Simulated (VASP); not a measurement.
# SiC (F-43m) in VASP: a series of runs, part 2 of 2

VASP 6.6.1. The steps go on from the part before.

### 5 Single point, PBE (11.13 Å³/atom)

This run uses another cell than the first one, of 11.13 Å³/atom.

File INCAR:

```
PREC = Accurate
ENCUT = 600
EDIFF = 1E-6
ISMEAR = 0
SIGMA = 0.02
LREAL = F
LASPH = T
NELM = 120
ALGO = Normal
ISIF = 2
LWAVE = F
LCHARG = F
GGA = PE
NBANDS = 11
GGA_COMPAT = F
```

File KPOINTS:

```
Automatic mesh
0
Gamma
  10 10 10
```

File POSCAR:

```
SiC
1.0
    0.0000000000      2.2328216939      2.2328216939
    2.2328216939      0.0000000000      2.2328216939
    2.2328216939      2.2328216939      0.0000000000
Si C
1 1
Direct
    0.0000000000      0.0000000000      0.0000000000
    0.2500000000      0.2500000000      0.2500000000
```

Potentials or basis: VASP PAW PBE potentials, release 64 (Si, C).

Command:

```
$ cat potpaw_PBE.64/Si/POTCAR potpaw_PBE.64/C/POTCAR > POTCAR
$ mpirun -np 1 vasp_std > vasp.out
```

OUTCAR:

```text
PREC = Accurate
   ENCUT = 600
   EDIFF = 1E-6
   ISMEAR = 0
   LREAL = F
   LASPH = T
   NELM = 120
   ISIF = 2
   GGA = PE

 ion  position               nearest neighbor table
   1  0.000  0.000  0.000-   2 1.93   2 1.93   2 1.93   2 1.93
   2  0.250  0.250  0.250-   1 1.93   1 1.93   1 1.93   1 1.93

  LATTYP: Found a face centered cubic cell.
 ALAT       =     4.4656433878

  Lattice vectors:

 A1 = (   0.0000000000,   2.2328216939,   2.2328216939)
 A2 = (   2.2328216939,   0.0000000000,   2.2328216939)
 A3 = (   2.2328216939,   2.2328216939,   0.0000000000)

Analysis of symmetry for initial positions (statically):
=====================================================================
 Subroutine PRICEL returns:
 Original cell was already a primitive cell.

 Routine SETGRP: Setting up the symmetry group for a
 face centered cubic supercell.

 Subroutine GETGRP returns: Found 24 space group operations
 (whereof 24 operations were pure point group operations)
 out of a pool of 48 trial point group operations.

The static configuration has the point symmetry T_d .

Analysis of symmetry for dynamics (positions and initial velocities):
[... 166 lines left out ...]

 k-point     1 :       0.0000    0.0000    0.0000
  band No.  band energies     occupation
      1      -7.5347      2.00000
      2       7.3057      2.00000
      3       7.3057      2.00000
      4       7.3057      2.00000
      5      12.6870      0.00000
      6      14.1234      0.00000
      7      14.1234      0.00000
      8      14.1234      0.00000
      9      21.3947      0.00000
     10      21.3947      0.00000
     11      22.6821      0.00000
[... 309 lines left out ...]
 k-point    24 :       0.4000    0.3000    0.0000
  band No.  band energies     occupation
      1      -4.5843      2.00000
      2       1.8030      2.00000
      3       4.3010      2.00000
      4       4.7962      2.00000
      5      10.1172      0.00000
      6      12.6290      0.00000
      7      18.1641      0.00000
      8      18.5551      0.00000
      9      20.2411      0.00000
     10      24.7240      0.00000
     11      27.4166      0.00000

 [... further k-points ...]
[... 5 lines left out ...]
  --------------------------------------------------------------------------------------
  -------------------------------------------------------------------------------------
  Total       -1.5549764     -1.5549764     -1.5549764      0.0000000     -0.0000000     -0.0000000
  in kB     -111.9031382   -111.9031382   -111.9031382      0.0000000     -0.0000000     -0.0000000
  external PRESSURE =    -111.9031382 kB  Pullay stress =       0.0000000 kB

 VOLUME and BASIS-vectors are now :
 -----------------------------------------------------------------------------
  energy-cutoff  :      600.00
  volume of cell :       22.26
      direct lattice vectors                 reciprocal lattice vectors
     0.000000000  2.232821694  2.232821694    -0.223931898  0.223931898  0.223931898
     2.232821694  0.000000000  2.232821694     0.223931898 -0.223931898  0.223931898
     2.232821694  2.232821694  0.000000000     0.223931898  0.223931898 -0.223931898

 POSITION                                       TOTAL-FORCE (eV/Angst)
 -----------------------------------------------------------------------------------
      0.00000      0.00000      0.00000        -0.000000     -0.000000      0.000000
      1.11641      1.11641      1.11641         0.000000      0.000000     -0.000000
 -----------------------------------------------------------------------------------
    total drift:                               -0.000000     -0.000000      0.000000

  FREE ENERGIE OF THE ION-ELECTRON SYSTEM (eV)
  ---------------------------------------------------
  free  energy   TOTEN  =       -15.0164323653 eV

  energy  without entropy=      -15.0164323653  energy(sigma->0) =      -15.01643237
```

OSZICAR:

```text
N       E                     dE             d eps       ncg     rms          rms(c)
DAV:   1     0.483807547986E+01    0.48381E+01   -0.41411E+03  1066   0.680E+02
DAV:   2    -0.160090183546E+02   -0.20847E+02   -0.20129E+02  1320   0.115E+02
DAV:   3    -0.166741897288E+02   -0.66517E+00   -0.66378E+00  1271   0.166E+01
DAV:   4    -0.166769816026E+02   -0.27919E-02   -0.27916E-02  1180   0.137E+00
DAV:   5    -0.166769953370E+02   -0.13734E-04   -0.13734E-04  1282   0.910E-02    0.809E+00
DAV:   6    -0.150527313651E+02    0.16243E+01   -0.63801E+00  1160   0.109E+01    0.351E+00
DAV:   7    -0.150234073331E+02    0.29324E-01   -0.30242E-01  1226   0.321E+00    0.165E+00
DAV:   8    -0.150162123426E+02    0.71950E-02   -0.19133E-02  1169   0.923E-01    0.172E-01
DAV:   9    -0.150163046916E+02   -0.92349E-04   -0.18224E-03  1320   0.235E-01    0.110E-01
DAV:  10    -0.150164289503E+02   -0.12426E-03   -0.28345E-04  1163   0.996E-02    0.267E-02
DAV:  11    -0.150164318502E+02   -0.28999E-05   -0.53981E-05  1250   0.367E-02    0.712E-03
DAV:  12    -0.150164323653E+02   -0.51509E-06   -0.24568E-06  1123   0.939E-03
   1 F= -.15016432E+02 E0= -.15016432E+02  d E =-.241411E-20
```

stdout:

```text
POSCAR found type information on POSCAR SiC
 POSCAR found :  2 types and       2 ions
 scaLAPACK will be used
 LDA part: xc-table for (Slater+PW92), standard interpolation
 POSCAR, INCAR and KPOINTS ok, starting setup
 FFT: planning ... GRIDC
 FFT: planning ... GRID_SOFT
 FFT: planning ... GRID
 WAVECAR not read
 entering main loop
```

It took 13 s on 1 thread of Intel Xeon Platinum 8488C (Sapphire Rapids), shared host; peak memory 0.15 GiB.

What came out:

- Free energy: -15.0164 eV
- Pressure: -11.2 GPa
- Band gap on the k mesh: 1.42 eV (least direct gap 4.46 eV)

Levels at points of the mesh, in eV from the valence-band top:
```
           k point  band 1  band 2  band 3  band 4  band 5  band 6  band 7  band 8
(0.00, 0.00, 0.00)  -14.84    0.00    0.00    0.00    5.38    6.82    6.82    6.82
(0.50, 0.00, 0.00)  -11.54   -8.14   -1.03   -1.03    4.78    6.93    6.93    9.65
(0.50, 0.50, 0.00)  -10.16   -7.57   -3.04   -3.04    1.42    4.07   13.19   13.19
```

Caveat: the cell stands under tension. A k mesh can miss the band edges.

### 6 The runs side by side

```csv
cell,smearing,gap on the mesh (eV),pressure (GPa)
"a = 3.066 Å, angles 60.0°, 2 atoms",gaussian 0.02 eV,1.34,6.7
"a = 3.076 Å, angles 60.0°, 2 atoms",gaussian 0.01 eV,1.35,4.3
"a = 3.128 Å, angles 60.0°, 2 atoms",gaussian 0.02 eV,1.40,-6.1
"a = 3.158 Å, angles 60.0°, 2 atoms",gaussian 0.02 eV,1.42,-11.2
```

Alike in all rows: task single point; level PBE; potentials or basis VASP PAW PBE potentials, release 64 (Si, C); no spin polarisation; k mesh 10 × 10 × 10; cutoff (eV) 600.

Caveats: the cell stands under pressure (at least some runs); the cell stands under tension (at least some runs).

Absolute energies hang on the potentials; compare differences alone.
